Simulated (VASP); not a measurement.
# BiSe4 (P-43m) in VASP: notebook, part 3 of 3

VASP 6.6.1. Earlier steps stand in the parts before.

**5. Relaxation of cell and atoms, PBE**

This run uses another cell than the first one, of 35.36 Å³/atom.

Contents of INCAR:

```
SYSTEM = BiSe4
PREC = Accurate
ENCUT = 600
EDIFF = 1E-6
ISMEAR = 0
SIGMA = 0.1
LREAL = .False.
LASPH = .True.
NELM = 100
ALGO = Normal
ISIF = 3
LWAVE = .False.
LCHARG = .False.
GGA = PE
IBRION = 2
NSW = 90
EDIFFG = -0.04
```

Contents of KPOINTS:

```
Automatic mesh
0
Gamma
  4 4 4
  0 0 0
```

Contents of POSCAR:

```
BiSe4
1.0
    5.6126582200      0.0000000000      0.0000000000
    0.0000000000      5.6126582200      0.0000000000
    0.0000000000      0.0000000000      5.6126582200
Bi Se
1 4
Direct
    0.0000000000      0.0000000000      0.0000000000
    0.2437810800      0.7562189200      0.7562189200
    0.7562189200      0.2437810800      0.7562189200
    0.7562189200      0.7562189200      0.2437810800
    0.2437810800      0.2437810800      0.2437810800
```

Potentials or basis: VASP PAW PBE potentials, release 64 (Bi_d, Se).

Launch:

```
cat potpaw_PBE.64/Bi_d/POTCAR potpaw_PBE.64/Se/POTCAR > POTCAR
mpirun -np 1 vasp_std > vasp.out
```

OUTCAR:

```text
SYSTEM = BiSe4
   PREC = Accurate
   ENCUT = 600
   EDIFF = 1E-6
   ISMEAR = 0
   LREAL = .False.
   LASPH = .True.
   NELM = 100
   ISIF = 3
   GGA = PE
   IBRION = 2
   NSW = 90
   EDIFFG = -0.04

 ion  position               nearest neighbor table
   1  0.000  0.000  0.000-   2 2.37   3 2.37   4 2.37   5 2.37
   2  0.244  0.756  0.756-   1 2.37
   3  0.756  0.244  0.756-   1 2.37
   4  0.756  0.756  0.244-   1 2.37
   5  0.244  0.244  0.244-   1 2.37

  LATTYP: Found a simple cubic cell.
 ALAT       =     5.6126582200

  Lattice vectors:

 A1 = (   5.6126582200,   0.0000000000,   0.0000000000)
 A2 = (   0.0000000000,   5.6126582200,   0.0000000000)
 A3 = (   0.0000000000,   0.0000000000,   5.6126582200)

Analysis of symmetry for initial positions (statically):
=====================================================================
 Subroutine PRICEL returns:
 Original cell was already a primitive cell.

 Routine SETGRP: Setting up the symmetry group for a
 simple cubic supercell.

 Subroutine GETGRP returns: Found 24 space group operations
 (whereof 24 operations were pure point group operations)
 out of a pool of 48 trial point group operations.

The static configuration has the point symmetry T_d .

Analysis of symmetry for dynamics (positions and initial velocities):
=====================================================================
 Subroutine PRICEL returns:
 Original cell was already a primitive cell.

 Routine SETGRP: Setting up the symmetry group for a
 simple cubic supercell.

 Subroutine GETGRP returns: Found 24 space group operations
 (whereof 24 operations were pure point group operations)
 out of a pool of 48 trial point group operations.

The dynamic configuration has the point symmetry T_d .

 Subroutine INISYM returns: Found 24 space group operations
 (whereof 24 operations are pure point group operations),
 and found     1 'primitive' translations

----------------------------------------------------------------------------------------

                                     Primitive cell

  volume of cell :     176.8096

  direct lattice vectors                    reciprocal lattice vectors
     5.612658220  0.000000000  0.000000000     0.178168697  0.000000000  0.000000000
     0.000000000  5.612658220  0.000000000     0.000000000  0.178168697  0.000000000
     0.000000000  0.000000000  5.612658220     0.000000000  0.000000000  0.178168697

  length of vectors
     5.612658220  5.612658220  5.612658220     0.178168697  0.178168697  0.178168697

  position of ions in fractional coordinates (direct lattice)
     0.000000000  0.000000000  0.000000000
     0.243781080  0.756218920  0.756218920
     0.756218920  0.243781080  0.756218920
     0.756218920  0.756218920  0.243781080
     0.243781080  0.243781080  0.243781080

  ion indices of the primitive-cell ions
   primitive index   ion index
                 1           1
                 2           2
                 3           3
                 4           4
                 5           5

----------------------------------------------------------------------------------------

 KPOINTS: Automatic mesh

Automatic generation of k-mesh.
 Grid dimensions read from file:
 generate k-points for:    4    4    4

 Generating k-lattice:

  Cartesian coordinates                     Fractional coordinates (reciprocal lattice)
     0.044542174  0.000000000  0.000000000     0.250000000  0.000000000  0.000000000
     0.000000000  0.044542174  0.000000000     0.000000000  0.250000000  0.000000000
     0.000000000  0.000000000  0.044542174     0.000000000  0.000000000  0.250000000

  Length of vectors
     0.044542174  0.044542174  0.044542174

  Shift w.r.t. Gamma in fractional coordinates (k-lattice)
     0.000000000  0.000000000  0.000000000

 Subroutine IBZKPT returns following result:
 ===========================================

 Found     10 irreducible k-points:

 Following reciprocal coordinates:
            Coordinates               Weight
  0.000000  0.000000  0.000000      1.000000
  0.250000  0.000000  0.000000      6.000000
  0.500000  0.000000  0.000000      3.000000
  0.250000  0.250000  0.000000     12.000000
  0.500000  0.250000  0.000000     12.000000
  0.500000  0.500000  0.000000      3.000000
  0.250000  0.250000  0.250000      8.000000
  0.500000  0.250000  0.250000     12.000000
  0.500000  0.500000  0.250000      6.000000
  0.500000  0.500000  0.500000      1.000000
   k-points           NKPTS =     10   k-points in BZ     NKDIM =     10   number of bands    NBANDS=     23
   number of dos      NEDOS =    301   number of ions     NIONS =      5
   total plane-waves  NPLWV = 110592
   dimension x,y,z NGX =    48 NGY =   48 NGZ =   48
   dimension x,y,z NGXF=    96 NGYF=   96 NGZF=   96
   ions per type =               1   4
   NGX,Y,Z   is equivalent  to a cutoff of  14.22, 14.22, 14.22 a.u.
   NGXF,Y,Z  is equivalent  to a cutoff of  28.44, 28.44, 28.44 a.u.
 SYSTEM =  BiSe4
   PREC   = accura    normal or accurate (medium, high low for compatibility)
   ISTART =      0    job   : 0-new  1-cont  2-samecut
   ICHARG =      2    charge: 1-file 2-atom 10-const
   ISPIN  =      1    spin polarized calculation?
   LNONCOLLINEAR =      F non collinear calculations
   LSORBIT =      F    spin-orbit coupling
   LASPH  =      T    aspherical Exc in radial PAW
   ENCUT  =  600.0 eV  44.10 Ry    6.64 a.u.  11.21 11.21 11.21*2*pi/ulx,y,z
   NELM   =    100;   NELMIN=  2; NELMDL= -5     # of ELM steps
   EDIFF  = 0.1E-05   stopping-criterion for ELM
   LREAL  =      F    real-space projection
   EDIFFG = -.4E-01   stopping-criterion for IOM
   NSW    =     90    number of steps for IOM
   IBRION =      2    ionic relax: 0-MD 1-quasi-New 2-CG
   NFREE  =      1    steps in history (QN), initial steepest desc. (CG)
   ISIF   =      3    stress and relaxation
   ISYM   =      2    0-nonsym 1-usesym 2-fastsym
   POTIM  = 0.5000    time-step for ionic-motion
   TEBEG  =    0.0;   TEEND  =   0.0 temperature during run
   PSTRESS=    0.0 pullay stress
   NELECT =      39.0000    total number of electrons
   NUPDOWN=      -1.0000    fix difference up-down
   EMIN   =  10.00;   EMAX   =-10.00  energy-range for DOS
   EFERMI =   0.00;   METHOD = LEGACY
   ISMEAR =     0;   SIGMA  =   0.10  broadening in eV -4-tet -1-fermi 0-gaus
   EFERMI_NEDOS =   21; number of points for ismear=-14 and -15
   IALGO  =     38    algorithm
   IMIX   =      4    mixing-type and parameters
     AMIX     =   0.40;   BMIX     =  1.00
     AMIX_MAG =   1.60;   BMIX_MAG =  1.00
  volume/ion in A,a.u.               =      35.36       238.63
  Fermi-wavevector in a.u.,A,eV,Ry     =   0.989148  1.869218 13.312117  0.978413
  Thomas-Fermi vector in A             =   2.120725
   LORBIT       =      0    0 simple, 1 ext, 2 COOP (PROOUT), +10 PAW based schemes
   GGA     = PE    functional components
   LHFCALC =     F    Hartree Fock is set to
   AEXX    =    0.0000 exact exchange contribution
   IVDW    =     0    specifies the selected vdW correction
   LEPSILON=     F    determine dielectric tensor
   LRPA    =     F    only Hartree local field effects (RPA)
 conjugate gradient relaxation of ions
 non-spin polarized calculation
 Gauss-broadening in eV      SIGMA  =   0.10
  energy-cutoff  :      600.00
  volume of cell :      176.81
 maximum number of plane-waves:      5940
 NGX is ok and might be reduce to    48
   NGX = 23   NGY = 23   NGZ = 23

--------------------------------------- Ionic step        1  -------------------------------------------

 number of electron      39.0000000 magnetization

 Free energy of the ion-electron system (eV)
  ---------------------------------------------------
  ext. energy  EPLUGINS =         0.00000000
  ---------------------------------------------------
  free energy    TOTEN  =       -12.78496934 eV

  energy without entropy =      -12.71804165  energy(sigma->0) =      -12.75150549

------------------------ aborting loop because EDIFF is reached ----------------------------------------

  FORCE on cell =-STRESS in cart. coord.  units (eV):
  Direction    XX          YY          ZZ          XY          YZ          ZX
  --------------------------------------------------------------------------------------
  -------------------------------------------------------------------------------------
  Total        9.5361082      9.5361082      9.5361082      0.0000000      0.0000000     -0.0000000
  in kB       86.4123790     86.4123790     86.4123790      0.0000000      0.0000000     -0.0000000
  external PRESSURE =      86.4123790 kB  Pullay stress =       0.0000000 kB
[... 902 lines left out ...]
     22       5.3721      0.00000
     23       8.5753      0.00000

[... ionic steps 4 to 24 ...]

--------------------------------------- Ionic step       25  -------------------------------------------

 number of electron      38.9999998 magnetization

------------------------ aborting loop because EDIFF is reached ----------------------------------------
[... 73 lines left out ...]
--------------------------------------- Ionic step       27  -------------------------------------------

 number of electron      38.9999999 magnetization

 Free energy of the ion-electron system (eV)
  ---------------------------------------------------
  ext. energy  EPLUGINS =         0.00000000
  ---------------------------------------------------
  free energy    TOTEN  =       -15.75390517 eV

  energy without entropy =      -15.74445680  energy(sigma->0) =      -15.74918098

 E-fermi :   3.4543     XC(G=0):  -9.2271

 val. band max:        3.3527642220   @ k =   0.2500   0.2500   0.2500
 cond. band min:       3.4683639848   @ k =   0.5000   0.0000   0.0000
 fundamental gap:      0.1155997629
 Fermi energy:         3.4543381051
[... 290 lines left out ...]
  FREE ENERGIE OF THE ION-ELECTRON SYSTEM (eV)
  ---------------------------------------------------
  free  energy   TOTEN  =       -15.7539051661 eV

  energy  without entropy=      -15.7444568018  energy(sigma->0) =      -15.74918098

 reached required accuracy - stopping structural energy minimisation
```

CONTCAR:

```text
BiSe4
   1.00000000000000
     5.2096368398826218    0.0000000000000001   -0.0000000000000001
     0.0000000000000001    5.2096368398826218   -0.0000000000000000
     0.0000000000000001    0.0000000000000001    5.2096368398826218
  Bi              Se
     1     4
Direct
     0.0000000000000000    0.0000000000000000    0.0000000000000000
     0.3068980121282147    0.6931019878717852    0.6931019878717852
     0.6931019878717852    0.3068980121282147    0.6931019878717852
     0.6931019878717852    0.6931019878717852    0.3068980121282147
     0.3068980121282147    0.3068980121282147    0.3068980121282147

  0.00000000E+00  0.00000000E+00  0.00000000E+00
  0.00000000E+00  0.00000000E+00  0.00000000E+00
  0.00000000E+00  0.00000000E+00  0.00000000E+00
  0.00000000E+00  0.00000000E+00  0.00000000E+00
  0.00000000E+00  0.00000000E+00  0.00000000E+00
```

It took 9.6 min on 1 thread of Intel Xeon 6975P-C (Granite Rapids), shared host; peak memory 0.37 GiB.

Results:

| Property | Result |
| --- | --- |
| Free energy | -15.7539 eV |
| Relaxed volume | 28.28 Å³/atom |
| Relaxed cell | a = 5.210 Å, b = 5.210 Å, c = 5.210 Å, α = 90.00°, β = 90.00°, γ = 90.00° |
| Space group after relaxing (to 0.1 Å) | P-43m (No. 215) |
| Pressure after relaxing | 0.2 GPa |
| Largest force after relaxing | 0.027 eV/Å |
| Band gap on the k mesh | zero (an odd number of electrons rules out a gap without spin polarisation) |

Forces in eV/Å, atoms in the order of the input:
```
Bi   0.000  0.000  0.000
Se   0.016 -0.016 -0.016
Se  -0.016  0.016 -0.016
Se  -0.016 -0.016  0.016
Se   0.016  0.016  0.016
```

Final structure:
```
Bi Se
1.0
     5.20964    0.00000    0.00000
     0.00000    5.20964    0.00000
     0.00000    0.00000    5.20964
Bi Se
1 4
Cartesian
  0.0000 0.0000 0.0000
  1.5988 3.6108 3.6108
  3.6108 1.5988 3.6108
  3.6108 3.6108 1.5988
  1.5988 1.5988 1.5988
```

Caveat: the volume moved by over 15 % at a fixed basis, so the end points are rough; spin-orbit coupling is left out, which moves the levels of the heavy elements.

**6. Relaxation of cell and atoms, PBE**

Contents of INCAR:

```
SYSTEM = BiSe4
  PREC = Accurate
  ENCUT = 600
  EDIFF = 1E-6
  ISMEAR = 0
  SIGMA = 0.1
  LREAL = .False.
  LASPH = .True.
  NELM = 60
  ALGO = Normal
  ISIF = 3
  LWAVE = .False.
  LCHARG = .False.
  GGA = PE
  IBRION = 2
  NSW = 100
  EDIFFG = -0.01
```

Contents of KPOINTS:

```
regular mesh
0
Gamma
  8 8 8
  0 0 0
```

Contents of POSCAR:

```
BiSe4
1.0
    5.2136003235      0.0000000000      0.0000000000
    0.0000000000      5.2136003235      0.0000000000
    0.0000000000      0.0000000000      5.2136003235
Bi Se
1 4
Direct
    0.0000000000      0.0000000000      0.0000000000
    0.3071477827      0.6928522173      0.6928522173
    0.6928522173      0.3071477827      0.6928522173
    0.6928522173      0.6928522173      0.3071477827
    0.3071477827      0.3071477827      0.3071477827
```

Potentials or basis: VASP PAW PBE potentials, release 64 (Bi_d, Se).

Launch:

```
cat potpaw_PBE.64/Bi_d/POTCAR potpaw_PBE.64/Se/POTCAR > POTCAR
mpirun -np 1 vasp_std > vasp.out
```

OUTCAR:

```text
SYSTEM = BiSe4
   PREC = Accurate
   ENCUT = 600
   EDIFF = 1E-6
   ISMEAR = 0
   LREAL = .False.
   LASPH = .True.
   NELM = 60
   ISIF = 3
   GGA = PE
   IBRION = 2
   NSW = 100
   EDIFFG = -0.01

 ion  position               nearest neighbor table
   1  0.000  0.000  0.000-   2 2.77   3 2.77   4 2.77   5 2.77
   2  0.307  0.693  0.693-   1 2.77
   3  0.693  0.307  0.693-   1 2.77
   4  0.693  0.693  0.307-   1 2.77
   5  0.307  0.307  0.307-   1 2.77

  LATTYP: Found a simple cubic cell.
 ALAT       =     5.2136003235

  Lattice vectors:

 A1 = (   5.2136003235,   0.0000000000,   0.0000000000)
 A2 = (   0.0000000000,   5.2136003235,   0.0000000000)
 A3 = (   0.0000000000,   0.0000000000,   5.2136003235)
[... 416 lines left out ...]

 number of electron      38.9999999 magnetization

 Free energy of the ion-electron system (eV)
  ---------------------------------------------------
  ext. energy  EPLUGINS =         0.00000000
  ---------------------------------------------------
  free energy    TOTEN  =       -15.70098625 eV

  energy without entropy =      -15.67266849  energy(sigma->0) =      -15.68682737

 E-fermi :   3.4088     XC(G=0):  -9.2055

 val. band max:        3.3958730419   @ k =   0.5000   0.5000   0.3750
 cond. band min:       3.4097097099   @ k =   0.2500   0.1250   0.1250
 fundamental gap:      0.0138366679
 Fermi energy:         3.4087765882

 k-point     1 :       0.0000    0.0000    0.0000
  band No.  band energies     occupation
      1     -19.4131      2.00000
      2     -19.4131      2.00000
      3     -19.4131      2.00000
      4     -19.3770      2.00000
      5     -19.3770      2.00000
      6     -11.1781      2.00000
[... 613 lines left out ...]
     22       4.7955      0.00000
     23       5.8018      0.00000

 [... further k-points ...]
[... 5 lines left out ...]
  --------------------------------------------------------------------------------------
  -------------------------------------------------------------------------------------
  Total       -0.0014820     -0.0014820     -0.0014820      0.0000000     -0.0000000      0.0000000
  in kB       -0.0167174     -0.0167174     -0.0167174      0.0000000     -0.0000000      0.0000000
  external PRESSURE =      -0.0167174 kB  Pullay stress =       0.0000000 kB
[... 20 lines left out ...]
  FREE ENERGIE OF THE ION-ELECTRON SYSTEM (eV)
  ---------------------------------------------------
  free  energy   TOTEN  =       -15.7009862481 eV

  energy  without entropy=      -15.6726684882  energy(sigma->0) =      -15.68682737

 reached required accuracy - stopping structural energy minimisation
```

It took 4 min on 1 thread of Intel Xeon 6975P-C (Granite Rapids), shared host; peak memory 0.34 GiB.

What came out:

```yaml
Free_energy: -15.7010 eV
Relaxed_volume: 28.41 Å³/atom
Relaxed_cell: a = 5.218 Å, b = 5.218 Å, c = 5.218 Å, α = 90.00°, β = 90.00°, γ = 90.00°
Space_group_after_relaxing_to_0.1_Å: P-43m (No. 215)
Energy_gained_by_relaxing: 0.2 meV/atom
Ionic_steps: 7
Pressure_after_relaxing: 0.0 GPa
Largest_force_after_relaxing: 0.004 eV/Å
Band_gap_on_the_k_mesh: zero (an odd number of electrons rules out a gap without spin polarisation)
```

Forces on the atoms (eV/Å):
```
Bi   0.000  0.000  0.000
Se  -0.002  0.002  0.002
Se   0.002 -0.002  0.002
Se   0.002  0.002 -0.002
Se  -0.002 -0.002 -0.002
```

Step by step:
| step | energy change (eV) | largest force (eV/Å) | pressure (GPa) | volume (Å³) |
| --- | --- | --- | --- | --- |
| 1 | 0.0000 | 0.0690 | 0.17 | 141.71 |
| 2 | -0.0009 | 0.0345 | -0.03 | 142.33 |
| 3 | -0.0009 | 0.0210 | -0.13 | 142.58 |
| 4 | -0.0009 | 0.0266 | -0.13 | 142.48 |
| 5 | -0.0009 | 0.0320 | -0.09 | 142.38 |
| 6 | -0.0012 | 0.0141 | -0.02 | 142.17 |
| 7 | -0.0012 | 0.0040 | 0.00 | 142.03 |

Final structure:
```
Bi Se
1.0
     5.21750    0.00000    0.00000
     0.00000    5.21750    0.00000
     0.00000    0.00000    5.21750
Bi Se
1 4
Direct
  0.00000 0.00000 0.00000
  0.30634 0.69366 0.69366
  0.69366 0.30634 0.69366
  0.69366 0.69366 0.30634
  0.30634 0.30634 0.30634
```

Levels at points of the mesh, in eV from the Fermi level:
| k point | band 15 | band 16 | band 17 | band 18 | band 19 | band 20 | band 21 | band 22 | band 23 |
| --- | --- | --- | --- | --- | --- | --- | --- | --- | --- |
| (0.00, 0.00, 0.00) | -3.02 | -3.02 | -0.32 | -0.32 | -0.32 | -0.16 | -0.16 | -0.16 | 2.79 |
| (0.50, 0.00, 0.00) | -2.67 | -2.05 | -1.30 | -0.64 | -0.64 | 0.01 | 0.01 | 1.03 | 1.97 |
| (0.50, 0.50, 0.00) | -2.60 | -2.59 | -2.59 | -0.88 | 0.16 | 0.16 | 0.96 | 1.74 | 1.86 |
| (0.50, 0.50, 0.50) | -0.70 | -0.70 | -0.47 | -0.47 | -0.47 | 0.72 | 0.72 | 0.72 | 2.85 |

Caveat: spin-orbit coupling is left out, which moves the levels of the heavy elements.

**7. The runs side by side**

| task | cell | k mesh | cutoff (eV) | gap on the mesh (eV) | pressure (GPa) | relaxed volume (Å³/atom) | largest force (eV/Å) |
| --- | --- | --- | --- | --- | --- | --- | --- |
| single point | a = 5.214 Å, 5 atoms, atomic positions A | 4 × 4 × 4 | 520 | none | 0.1 | - | 0.01 |
| single point | a = 5.613 Å, 5 atoms, atomic positions B | 4 × 4 × 4 | 520 | none | 8.6 | - | 3.87 |
| single point | a = 5.219 Å, 5 atoms, atomic positions A | 8 × 8 × 8 | 520 | none | 0.0 | - | - |
| relaxation of cell and atoms | relaxed from a = 5.613 Å, 5 atoms, atomic positions B | 4 × 4 × 4 | 600 | none | 0.2 | 28.28 | 0.03 |
| relaxation of cell and atoms | relaxed from a = 5.214 Å, 5 atoms, atomic positions A | 8 × 8 × 8 | 600 | none | 0.0 | 28.41 | - |

Alike in all rows: level PBE; potentials or basis VASP PAW PBE potentials, release 64 (Bi_d, Se); no spin polarisation; smearing gaussian 0.1 eV.

Caveats: spin-orbit coupling is left out, which moves the levels of the heavy elements; the cell stands under pressure (at least some runs); forces of over 1 eV/Å act on the atoms, so gaps and moduli don't describe the material at rest (at least some runs); the volume moved by over 15 % at a fixed basis, so the end points are rough (at least some runs).

Absolute energies hang on the potentials; compare differences alone.
